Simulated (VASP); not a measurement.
# Ta (Im-3m) in VASP: a series of runs, part 2 of 2

VASP 6.6.1. Earlier steps stand in the parts before.

## 4. Electric field gradients, PBE (volume scaled by 1.04)

Input file INCAR:

```
  PREC = Accurate
  ENCUT = 520
  EDIFF = 1E-8
  ISMEAR = -1
  SIGMA = 0.08
  LREAL = F
  LASPH = T
  NELM = 100
  ALGO = Normal
  ISIF = 2
  LWAVE = F
  LCHARG = F
  GGA = PE
  LEFG = T
  NBANDS = 12
```

Input file KPOINTS:

```
regular mesh
0
Gamma
  17 17 17
```

Input file POSCAR:

```
Ta
1.0
   -1.6730098603      1.6730098603      1.6730098603
    1.6730098603     -1.6730098603      1.6730098603
    1.6730098603      1.6730098603     -1.6730098603
Ta
1
Direct
    0.0000000000      0.0000000000      0.0000000000
```

Potentials or basis: VASP PAW PBE potentials, release 64 (Ta_pv).

The run is started by

```sh
$ cat potpaw_PBE.64/Ta_pv/POTCAR > POTCAR
$ mpirun -np 1 vasp_std > vasp.out
```

OUTCAR:

```text
PREC = Accurate
   ENCUT = 520
   EDIFF = 1E-8
   ISMEAR = -1
   LREAL = F
   LASPH = T
   NELM = 100
   ISIF = 2
   GGA = PE

 ion  position               nearest neighbor table
   1  0.000  0.000  0.000-

  LATTYP: Found a body centered cubic cell.
 ALAT       =     3.3460197206

  Lattice vectors:

 A1 = (  -1.6730098603,   1.6730098603,   1.6730098603)
 A2 = (   1.6730098603,  -1.6730098603,   1.6730098603)
 A3 = (   1.6730098603,   1.6730098603,  -1.6730098603)

Analysis of symmetry for initial positions (statically):
=====================================================================
 Subroutine PRICEL returns:
 Original cell was already a primitive cell.

 Routine SETGRP: Setting up the symmetry group for a
 body centered cubic supercell.

 Subroutine GETGRP returns: Found 48 space group operations
[... 9 lines left out ...]

 Routine SETGRP: Setting up the symmetry group for a
 body centered cubic supercell.

 Subroutine GETGRP returns: Found 48 space group operations
[... 11 lines left out ...]
                                     Primitive cell

  volume of cell :      18.7308

  direct lattice vectors                    reciprocal lattice vectors
    -1.673009860  1.673009860  1.673009860     0.000000000  0.298862554  0.298862554
     1.673009860 -1.673009860  1.673009860     0.298862554  0.000000000  0.298862554
     1.673009860  1.673009860 -1.673009860     0.298862554  0.298862554  0.000000000

  length of vectors
     2.897738080  2.897738080  2.897738080     0.422655477  0.422655477  0.422655477

  position of ions in fractional coordinates (direct lattice)
     0.000000000  0.000000000  0.000000000

  ion indices of the primitive-cell ions
   primitive index   ion index
                 1           1

----------------------------------------------------------------------------------------

 KPOINTS: regular mesh

Automatic generation of k-mesh.
 Grid dimensions read from file:
 generate k-points for:   17   17   17

 Generating k-lattice:

  Cartesian coordinates                     Fractional coordinates (reciprocal lattice)
     0.000000000  0.017580150  0.017580150     0.058823529  0.000000000  0.000000000
     0.017580150  0.000000000  0.017580150     0.000000000  0.058823529  0.000000000
     0.017580150  0.017580150  0.000000000     0.000000000  0.000000000  0.058823529

  Length of vectors
     0.024862087  0.024862087  0.024862087

  Shift w.r.t. Gamma in fractional coordinates (k-lattice)
     0.000000000  0.000000000  0.000000000

 Subroutine IBZKPT returns following result:
 ===========================================

 Found    165 irreducible k-points:

 Following reciprocal coordinates:
            Coordinates               Weight
[... 42 lines left out ...]
   NELM   =    100;   NELMIN=  2; NELMDL= -5     # of ELM steps
   EDIFF  = 0.1E-07   stopping-criterion for ELM
   LREAL  =      F    real-space projection
   EDIFFG = 0.1E-06   stopping-criterion for IOM
   NSW    =      0    number of steps for IOM
   IBRION =     -1    ionic relax: 0-MD 1-quasi-New 2-CG
   NFREE  =      0    steps in history (QN), initial steepest desc. (CG)
   ISIF   =      2    stress and relaxation
   ISYM   =      2    0-nonsym 1-usesym 2-fastsym
   POTIM  = 0.5000    time-step for ionic-motion
   TEBEG  =    0.0;   TEEND  =   0.0 temperature during run
   PSTRESS=    0.0 pullay stress
   NELECT =      11.0000    total number of electrons
   NUPDOWN=      -1.0000    fix difference up-down
   EMIN   =  10.00;   EMAX   =-10.00  energy-range for DOS
   EFERMI =   0.00;   METHOD = LEGACY
   ISMEAR =    -1;   SIGMA  =   0.08  broadening in eV -4-tet -1-fermi 0-gaus
   EFERMI_NEDOS =   21; number of points for ismear=-14 and -15
   IALGO  =     38    algorithm
   IMIX   =      4    mixing-type and parameters
     AMIX     =   0.40;   BMIX     =  1.00
     AMIX_MAG =   1.60;   BMIX_MAG =  1.00
  volume/ion in A,a.u.               =      18.73       126.40
  Fermi-wavevector in a.u.,A,eV,Ry     =   1.370947  2.590714 25.572079  1.879495
  Thomas-Fermi vector in A             =   2.496687
   LORBIT       =      0    0 simple, 1 ext, 2 COOP (PROOUT), +10 PAW based schemes
   GGA     = PE    functional components
   LHFCALC =     F    Hartree Fock is set to
   AEXX    =    0.0000 exact exchange contribution
   IVDW    =     0    specifies the selected vdW correction
   LEPSILON=     F    determine dielectric tensor
   LRPA    =     F    only Hartree local field effects (RPA)
 non-spin polarized calculation
  energy-cutoff  :      520.00
  volume of cell :       18.73
 maximum number of plane-waves:       531
 NGX is ok and might be reduce to    24
   NGX = 11   NGY = 11   NGZ = 11

 number of electron      10.9999999 magnetization

 Free energy of the ion-electron system (eV)
  ---------------------------------------------------
  ext. energy  EPLUGINS =         0.00000000
  ---------------------------------------------------
  free energy    TOTEN  =       -11.82151032 eV

  energy without entropy =      -11.79266379  energy(sigma->0) =      -11.80708705

 E-fermi :   5.1852     XC(G=0): -12.4192

 val. band max:        5.1842843663   @ k =   0.1765   0.0000   0.0000
 cond. band min:       5.1853637652   @ k =  -0.4118  -0.4706   0.0588
 fundamental gap:      0.0010793989
 Fermi energy:         5.1851755909

 k-point     1 :       0.0000    0.0000    0.0000
  band No.  band energies     occupation
      1     -28.0532      2.00000
      2     -28.0532      2.00000
      3     -28.0532      2.00000
      4      -2.5907      2.00000
      5       5.9057      0.00025
      6       5.9057      0.00025
      7       5.9057      0.00025
      8       9.0416      0.00000
      9       9.0416      0.00000
     10      19.7352      0.00000
     11      19.9999      0.00000
     12      19.9999      0.00000
[... 331 lines left out ...]
 k-point    24 :       0.1765    0.1765    0.0000
  band No.  band energies     occupation
      1     -28.7183      2.00000
      2     -28.2742      2.00000
      3     -28.1216      2.00000
      4       0.5641      2.00000
      5       4.3882      1.99991
      6       4.6380      1.99786
      7       8.1252      0.00000
      8       9.6656      0.00000
      9       9.8112      0.00000
     10      19.3587      0.00000
     11      19.7556      0.00000
     12      21.4656      0.00000

 [... further k-points ...]
[... 5 lines left out ...]
  --------------------------------------------------------------------------------------
  -------------------------------------------------------------------------------------
  Total       -0.5088346     -0.5088346     -0.5088346      0.0000000      0.0000000      0.0000000
  in kB      -43.5242920    -43.5242920    -43.5242920      0.0000000      0.0000000      0.0000000
  external PRESSURE =     -43.5242920 kB  Pullay stress =       0.0000000 kB

 VOLUME and BASIS-vectors are now :
 -----------------------------------------------------------------------------
  energy-cutoff  :      520.00
  volume of cell :       18.73
      direct lattice vectors                 reciprocal lattice vectors
    -1.673009860  1.673009860  1.673009860     0.000000000  0.298862554  0.298862554
     1.673009860 -1.673009860  1.673009860     0.298862554  0.000000000  0.298862554
     1.673009860  1.673009860 -1.673009860     0.298862554  0.298862554  0.000000000

 POSITION                                       TOTAL-FORCE (eV/Angst)
 -----------------------------------------------------------------------------------
      0.00000      0.00000      0.00000        -0.000000     -0.000000      0.000000
 -----------------------------------------------------------------------------------
    total drift:                                0.000000      0.000000     -0.000000

  FREE ENERGIE OF THE ION-ELECTRON SYSTEM (eV)
  ---------------------------------------------------
  free  energy   TOTEN  =       -11.8215103156 eV

  energy  without entropy=      -11.7926637930  energy(sigma->0) =      -11.80708705

 Electric field gradients (V/A^2)
---------------------------------------------------------------------
 ion       V_xx      V_yy      V_zz      V_xy      V_xz      V_yz
---------------------------------------------------------------------
   1      -0.000     0.000     0.000     0.000     0.000     0.000
---------------------------------------------------------------------

 Electric field gradients after diagonalization (V/A^2)
 (convention: |V_zz| > |V_xx| > |V_yy|)
----------------------------------------------------------------------
 ion       V_xx      V_yy      V_zz     asymmetry (V_yy - V_xx)/ V_zz
----------------------------------------------------------------------
   1      -0.000    -0.000     0.001       0.000
----------------------------------------------------------------------

           NMR quadrupolar parameters

 Cq : quadrupolar parameter    Cq=e*Q*V_zz/h
 eta: asymmetry parameters     (V_yy - V_xx)/ V_zz
 Q  : nuclear electric quadrupole moment in mb (millibarn)
----------------------------------------------------------------------
 ion       Cq(MHz)       eta       Q (mb)
----------------------------------------------------------------------
   1       0.000       0.000       1.000
----------------------------------------------------------------------
```

Run time: 11 s. Hardware: 1 thread of Intel Xeon 6975P-C (Granite Rapids), shared host; peak memory 0.16 GiB.

Results:

```
Free energy : -11.8215 eV
Pressure    : -4.4 GPa
```

Caveat: without QUAD_EFG the Cq values of the log hold for a quadrupole moment of 1 mb, not for the nuclei; spin-orbit coupling is left out, which moves the levels of the heavy elements.

## 5. Summary

| cell | gap on the mesh (eV) | pressure (GPa) |
| --- | --- | --- |
| a = 2.888 Å, angles 109.5°, 1 atom | none | -2.6 |
| a = 2.879 Å, angles 109.5°, 1 atom | none | -0.7 |
| a = 2.898 Å, angles 109.5°, 1 atom | none | -4.4 |

Alike in all rows: task electric field gradients; level PBE; potentials or basis VASP PAW PBE potentials, release 64 (Ta_pv); no spin polarisation; k mesh 17 × 17 × 17; cutoff (eV) 520; smearing fermi-dirac 0.08 eV.

Caveats: spin-orbit coupling is left out, which moves the levels of the heavy elements.

Absolute energies hang on the potentials; compare differences alone.
